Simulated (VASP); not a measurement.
# Li (Im-3m) in VASP: further runs

Li is run at these levels: LDA; tasks: single point, relaxation of cell and atoms.

All numbers are computed with VASP 6.6.1; they aren't measurements. Logs are shortened: lines on timing, memory, paths and dates and some standing lists are left out, and cuts for length are marked.

## 1. The cell of the first run

It takes space group Im-3m (No. 229, cubic). Conventional cell: a = 3.370 Å, b = 3.370 Å, c = 3.370 Å, α = 90.00°, β = 90.00°, γ = 90.00°. Within 3.8 Å of Li (site symmetry m-3m) lie 14 Li at 2.92 to 3.37 Å.

## 2. Single point, LDA

File INCAR:

```
SYSTEM = Li
ALGO = Normal
EDIFF = 1E-7
ENCUT = 520
ISIF = 2
ISMEAR = 0
LASPH = .TRUE.
LCHARG = .FALSE.
LREAL = .FALSE.
LWAVE = .FALSE.
NBANDS = 8
NELM = 60
PREC = Accurate
SIGMA = 0.05
```

File KPOINTS:

```
k-points
0
G
  8 8 8
  0 0 0
```

File POSCAR:

```
Li
1.0
   -1.6847542210      1.6847542210      1.6847542210
    1.6847542210     -1.6847542210      1.6847542210
    1.6847542210      1.6847542210     -1.6847542210
Li
1
Direct
    0.0000000000      0.0000000000      0.0000000000
```

Potentials or basis: VASP PAW LDA potentials, release 64 (Li_sv).

Started as:

```console
cat potpaw_LDA.64/Li_sv/POTCAR > POTCAR
mpirun -np 1 vasp_std > vasp.out
```

OUTCAR:

```text
SYSTEM = Li
   EDIFF = 1E-7
   ENCUT = 520
   ISIF = 2
   ISMEAR = 0
   LASPH = .TRUE.
   LREAL = .FALSE.
   NELM = 60
   PREC = Accurate

 ion  position               nearest neighbor table
   1  0.000  0.000  0.000-

  LATTYP: Found a body centered cubic cell.
 ALAT       =     3.3695084420

  Lattice vectors:

 A1 = (  -1.6847542210,   1.6847542210,   1.6847542210)
 A2 = (   1.6847542210,  -1.6847542210,   1.6847542210)
 A3 = (   1.6847542210,   1.6847542210,  -1.6847542210)

Analysis of symmetry for initial positions (statically):
=====================================================================
 Subroutine PRICEL returns:
 Original cell was already a primitive cell.

 Routine SETGRP: Setting up the symmetry group for a
 body centered cubic supercell.

 Subroutine GETGRP returns: Found 48 space group operations
 (whereof 48 operations were pure point group operations)
 out of a pool of 48 trial point group operations.

The static configuration has the point symmetry O_h .

Analysis of symmetry for dynamics (positions and initial velocities):
=====================================================================
 Subroutine PRICEL returns:
 Original cell was already a primitive cell.

 Routine SETGRP: Setting up the symmetry group for a
 body centered cubic supercell.

 Subroutine GETGRP returns: Found 48 space group operations
 (whereof 48 operations were pure point group operations)
 out of a pool of 48 trial point group operations.

The dynamic configuration has the point symmetry O_h .

 Subroutine INISYM returns: Found 48 space group operations
 (whereof 48 operations are pure point group operations),
 and found     1 'primitive' translations

----------------------------------------------------------------------------------------

                                     Primitive cell

  volume of cell :      19.1280

  direct lattice vectors                    reciprocal lattice vectors
    -1.684754221  1.684754221  1.684754221     0.000000000  0.296779194  0.296779194
     1.684754221 -1.684754221  1.684754221     0.296779194  0.000000000  0.296779194
     1.684754221  1.684754221 -1.684754221     0.296779194  0.296779194  0.000000000

  length of vectors
     2.918079909  2.918079909  2.918079909     0.419709161  0.419709161  0.419709161

  position of ions in fractional coordinates (direct lattice)
     0.000000000  0.000000000  0.000000000

  ion indices of the primitive-cell ions
   primitive index   ion index
                 1           1

[... 70 lines left out ...]
   NELM   =     60;   NELMIN=  2; NELMDL= -5     # of ELM steps
   EDIFF  = 0.1E-06   stopping-criterion for ELM
   LREAL  =      F    real-space projection
   EDIFFG = 0.1E-05   stopping-criterion for IOM
   NSW    =      0    number of steps for IOM
   IBRION =     -1    ionic relax: 0-MD 1-quasi-New 2-CG
   NFREE  =      0    steps in history (QN), initial steepest desc. (CG)
   ISIF   =      2    stress and relaxation
   ISYM   =      2    0-nonsym 1-usesym 2-fastsym
   POTIM  = 0.5000    time-step for ionic-motion
   TEBEG  =    0.0;   TEEND  =   0.0 temperature during run
   PSTRESS=    0.0 pullay stress
   NELECT =       3.0000    total number of electrons
   NUPDOWN=      -1.0000    fix difference up-down
   EMIN   =  10.00;   EMAX   =-10.00  energy-range for DOS
   EFERMI =   0.00;   METHOD = LEGACY
   ISMEAR =     0;   SIGMA  =   0.05  broadening in eV -4-tet -1-fermi 0-gaus
   EFERMI_NEDOS =   21; number of points for ismear=-14 and -15
   IALGO  =     38    algorithm
   IMIX   =      4    mixing-type and parameters
     AMIX     =   0.40;   BMIX     =  1.00
     AMIX_MAG =   1.60;   BMIX_MAG =  1.00
  volume/ion in A,a.u.               =      19.13       129.08
  Fermi-wavevector in a.u.,A,eV,Ry     =   0.882860  1.668364 10.604959  0.779442
  Thomas-Fermi vector in A             =   2.003549
   LORBIT       =      0    0 simple, 1 ext, 2 COOP (PROOUT), +10 PAW based schemes
   GGA     = CA    functional components
   LHFCALC =     F    Hartree Fock is set to
   AEXX    =    0.0000 exact exchange contribution
   IVDW    =     0    specifies the selected vdW correction
   LEPSILON=     F    determine dielectric tensor
   LRPA    =     F    only Hartree local field effects (RPA)
 non-spin polarized calculation
 Gauss-broadening in eV      SIGMA  =   0.05
  energy-cutoff  :      520.00
  volume of cell :       19.13
 maximum number of plane-waves:       532
 NGX is ok and might be reduce to    24
   NGX = 11   NGY = 11   NGZ = 11

 number of electron       3.0000007 magnetization

 Free energy of the ion-electron system (eV)
  ---------------------------------------------------
  ext. energy  EPLUGINS =         0.00000000
  ---------------------------------------------------
  free energy    TOTEN  =        -2.03203466 eV

  energy without entropy =       -2.03026825  energy(sigma->0) =       -2.03115146

 E-fermi :   0.8232     XC(G=0):  -7.2919

 val. band max:        0.7520574218   @ k =   0.2500   0.2500   0.0000
 cond. band min:       0.8588512646   @ k =   0.3750   0.1250   0.0000
 fundamental gap:      0.1067938428
 Fermi energy:         0.8232323653

 k-point     1 :       0.0000    0.0000    0.0000
  band No.  band energies     occupation
      1     -44.7676      2.00000
      2      -2.7975      2.00000
      3      15.7174      0.00000
      4      15.7174      0.00000
      5      15.7174      0.00000
      6      20.8654      0.00000
      7      20.8654      0.00000
      8      20.8654      0.00000
[... 243 lines left out ...]
 k-point    24 :      -0.3750    0.3750    0.2500
  band No.  band energies     occupation
      1     -44.7346      2.00000
      2       1.1611      0.00000
      3       6.8610      0.00000
      4       8.3687      0.00000
      5      12.0572      0.00000
      6      14.1706      0.00000
      7      18.6409      0.00000
      8      21.9150      0.00000

 [... further k-points ...]
[... 5 lines left out ...]
  --------------------------------------------------------------------------------------
  -------------------------------------------------------------------------------------
  Total       -0.0153696     -0.0153696     -0.0153696      0.0000000      0.0000000      0.0000000
  in kB       -1.2873720     -1.2873720     -1.2873720      0.0000000      0.0000000      0.0000000
  external PRESSURE =      -1.2873720 kB  Pullay stress =       0.0000000 kB

 VOLUME and BASIS-vectors are now :
 -----------------------------------------------------------------------------
  energy-cutoff  :      520.00
  volume of cell :       19.13
      direct lattice vectors                 reciprocal lattice vectors
    -1.684754221  1.684754221  1.684754221     0.000000000  0.296779194  0.296779194
     1.684754221 -1.684754221  1.684754221     0.296779194  0.000000000  0.296779194
     1.684754221  1.684754221 -1.684754221     0.296779194  0.296779194  0.000000000

 POSITION                                       TOTAL-FORCE (eV/Angst)
 -----------------------------------------------------------------------------------
      0.00000      0.00000      0.00000         0.000000     -0.000000      0.000000
 -----------------------------------------------------------------------------------
    total drift:                               -0.000000      0.000000     -0.000000

  FREE ENERGIE OF THE ION-ELECTRON SYSTEM (eV)
  ---------------------------------------------------
  free  energy   TOTEN  =        -2.0320346637 eV

  energy  without entropy=       -2.0302682527  energy(sigma->0) =       -2.03115146
```

stdout:

```text
POSCAR found type information on POSCAR Li
 POSCAR found :  1 types and       1 ions
 scaLAPACK will be used
 LDA part: xc-table for (Slater(with rela. corr.)+CA(PZ))
 , standard interpolation
 POSCAR, INCAR and KPOINTS ok, starting setup
 FFT: planning ... GRIDC
 FFT: planning ... GRID_SOFT
 FFT: planning ... GRID
 WAVECAR not read
 entering main loop
```

Run time: 3.8 s. Hardware: 1 thread of Intel Xeon 8259CL, shared host; peak memory 0.12 GiB.

Results:

```
Free energy            : -2.0320 eV
Band gap on the k mesh : zero (an odd number of electrons rules out a gap without spin polarisation)
```

Levels at points of the mesh, in eV from the Fermi level:
```
           k point  band 1  band 2  band 3  band 4  band 5  band 6
(0.00, 0.00, 0.00)  -45.59   -3.62   14.89   14.89   14.89   20.04
(0.50, 0.00, 0.00)  -45.56    0.16    3.44   10.55   12.12   14.12
(0.50, 0.50, 0.50)  -45.55    5.59    5.59    5.59    8.06    8.06
```

Caveat: the cutoff is under 1.25 times the usual one of these potentials, so pressure, stress and relaxed cells hold a basis-set (Pulay) error.

## 3. Relaxation of cell and atoms, LDA

This run uses another cell than the first one, of 21.61 Å³/atom.

File INCAR:

```
SYSTEM = Li
PREC = Accurate ; ENCUT = 600
EDIFF = 1E-7 ; ISMEAR = 0
SIGMA = 0.05 ; LREAL = .FALSE.
LASPH = .TRUE. ; NELM = 80
ALGO = Normal ; ISIF = 3
LWAVE = .FALSE. ; LCHARG = .FALSE.
IBRION = 2 ; NSW = 80
EDIFFG = -0.01
```

File KPOINTS:

```
regular mesh
0
G
  8 8 8
  0 0 0
```

File POSCAR:

```
Li
1.0
   -1.7546500000      1.7546500000      1.7546500000
    1.7546500000     -1.7546500000      1.7546500000
    1.7546500000      1.7546500000     -1.7546500000
Li
1
Direct
    0.0000000000      0.0000000000      0.0000000000
```

Potentials or basis: VASP PAW LDA potentials, release 64 (Li_sv).

Started as:

```console
cat potpaw_LDA.64/Li_sv/POTCAR > POTCAR
mpirun -np 1 vasp_std > vasp.out
```

OUTCAR:

```text
SYSTEM = Li
   PREC = Accurate
   ENCUT = 600
   EDIFF = 1E-7
   ISMEAR = 0
   LREAL = .FALSE.
   LASPH = .TRUE.
   NELM = 80
   ISIF = 3
   IBRION = 2
   NSW = 80
   EDIFFG = -0.01

 ion  position               nearest neighbor table
   1  0.000  0.000  0.000-

  LATTYP: Found a body centered cubic cell.
 ALAT       =     3.5093000000

  Lattice vectors:

 A1 = (  -1.7546500000,   1.7546500000,   1.7546500000)
 A2 = (   1.7546500000,  -1.7546500000,   1.7546500000)
 A3 = (   1.7546500000,   1.7546500000,  -1.7546500000)

Analysis of symmetry for initial positions (statically):
=====================================================================
 Subroutine PRICEL returns:
 Original cell was already a primitive cell.

 Routine SETGRP: Setting up the symmetry group for a
 body centered cubic supercell.

 Subroutine GETGRP returns: Found 48 space group operations
 (whereof 48 operations were pure point group operations)
 out of a pool of 48 trial point group operations.

The static configuration has the point symmetry O_h .
[... 161 lines left out ...]

------------------------ aborting loop because EDIFF is reached ----------------------------------------

  FORCE on cell =-STRESS in cart. coord.  units (eV):
  Direction    XX          YY          ZZ          XY          YZ          ZX
  --------------------------------------------------------------------------------------
  -------------------------------------------------------------------------------------
  Total       -0.2190898     -0.2190898     -0.2190898     -0.0000000      0.0000000      0.0000000
  in kB      -16.2443061    -16.2443061    -16.2443061     -0.0000000      0.0000000      0.0000000
  external PRESSURE =     -16.2443061 kB  Pullay stress =       0.0000000 kB
[... 92 lines left out ...]
--------------------------------------- Ionic step        4  -------------------------------------------

 number of electron       3.0000005 magnetization

 Free energy of the ion-electron system (eV)
  ---------------------------------------------------
  ext. energy  EPLUGINS =         0.00000000
  ---------------------------------------------------
  free energy    TOTEN  =        -2.03478882 eV

  energy without entropy =       -2.03299783  energy(sigma->0) =       -2.03389332

 E-fermi :   0.8756     XC(G=0):  -7.3388

 val. band max:        0.8060042025   @ k =   0.2500   0.2500   0.0000
 cond. band min:       0.9110257254   @ k =   0.3750   0.1250   0.0000
 fundamental gap:      0.1050215229
 Fermi energy:         0.8755885361

 k-point     1 :       0.0000    0.0000    0.0000
  band No.  band energies     occupation
      1     -44.6771      2.00000
      2      -2.7683      2.00000
      3      15.9691      0.00000
      4      15.9691      0.00000
      5      15.9691      0.00000
[... 177 lines left out ...]
 k-point    24 :      -0.3750    0.3750    0.2500
  band No.  band energies     occupation
      1     -44.6422      2.00000
      2       1.2209      0.00000
      3       6.9895      0.00000
      4       8.5153      0.00000
      5      12.2442      0.00000

 [... further k-points ...]
[... 5 lines left out ...]
  --------------------------------------------------------------------------------------
  -------------------------------------------------------------------------------------
  Total        0.0058415      0.0058415      0.0058415     -0.0000000     -0.0000000      0.0000000
  in kB        0.4982961      0.4982961      0.4982961     -0.0000000     -0.0000000      0.0000000
  external PRESSURE =       0.4982961 kB  Pullay stress =       0.0000000 kB
[... 16 lines left out ...]
  FREE ENERGIE OF THE ION-ELECTRON SYSTEM (eV)
  ---------------------------------------------------
  free  energy   TOTEN  =        -2.0347888190 eV

  energy  without entropy=       -2.0329978286  energy(sigma->0) =       -2.03389332

 reached required accuracy - stopping structural energy minimisation
```

OSZICAR:

```text
N       E                     dE             d eps       ncg     rms          rms(c)
DAV:   1     0.457397152922E+00    0.45740E+00   -0.69397E+02   290   0.433E+02
DAV:   2    -0.184224724659E+01   -0.22996E+01   -0.22121E+01   385   0.592E+01
DAV:   3    -0.201745367876E+01   -0.17521E+00   -0.17437E+00   405   0.111E+01
[... 30 lines left out ...]
DAV:   3    -0.203562756611E+01    0.37206E-03   -0.62554E-03   545   0.543E-01    0.318E-01
DAV:   4    -0.203478543969E+01    0.84213E-03   -0.11962E-03   555   0.291E-01    0.123E-02
DAV:   5    -0.203478865968E+01   -0.32200E-05   -0.30497E-05   295   0.818E-02    0.797E-03
DAV:   6    -0.203478886710E+01   -0.20742E-06   -0.35175E-06   410   0.156E-02    0.121E-03
DAV:   7    -0.203478881903E+01    0.48074E-07   -0.18290E-07   250   0.435E-03
   4 F= -.20347888E+01 E0= -.20338933E+01  d E =-.156408E-01
```

CONTCAR:

```text
Li
   1.00000000000000
    -1.6745365056418222    1.6745365056418222    1.6745365056418222
     1.6745365056418222   -1.6745365056418222    1.6745365056418222
     1.6745365056418222    1.6745365056418222   -1.6745365056418222
  Li
     1
Direct
     0.0000000000000000    1.0000000000000000    1.0000000000000000

  0.00000000E+00  0.00000000E+00  0.00000000E+00
```

It took 8.9 s on 1 thread of Intel Xeon 8259CL, shared host; peak memory 0.12 GiB.

What came out:

- Free energy: -2.0348 eV
- Relaxed volume: 18.78 Å³/atom
- Relaxed cell: a = 2.900 Å, b = 2.900 Å, c = 2.900 Å, α = 109.47°, β = 109.47°, γ = 109.47°
- Space group after relaxing (to 0.1 Å): Im-3m (No. 229)
- Energy gained by relaxing: 15.6 meV/atom
- Ionic steps: 4
- Pressure after relaxing: 0.0 GPa
- Band gap on the k mesh: zero (an odd number of electrons rules out a gap without spin polarisation)

Step by step:
```tsv
step	energy change (eV)	largest force (eV/Å)	pressure (GPa)	volume (Å³)
1	0.0000	0.0000	-1.62	21.61
2	-0.0063	0.0000	-1.32	20.93
3	-0.0150	0.0000	-0.39	19.36
4	-0.0156	0.0000	0.05	18.78
```

Final structure:
```
CELL_PARAMETERS angstrom
-1.67454 1.67454 1.67454
1.67454 -1.67454 1.67454
1.67454 1.67454 -1.67454
ATOMIC_POSITIONS crystal
Li 0.00000 0.00000 0.00000
```

Caveat: the cutoff is under 1.25 times the usual one of these potentials, so pressure, stress and relaxed cells hold a basis-set (Pulay) error. Zero-point motion and thermal expansion aren't in these numbers.

The gap in the log of VASP goes by the Fermi energy; the results here count the filled bands.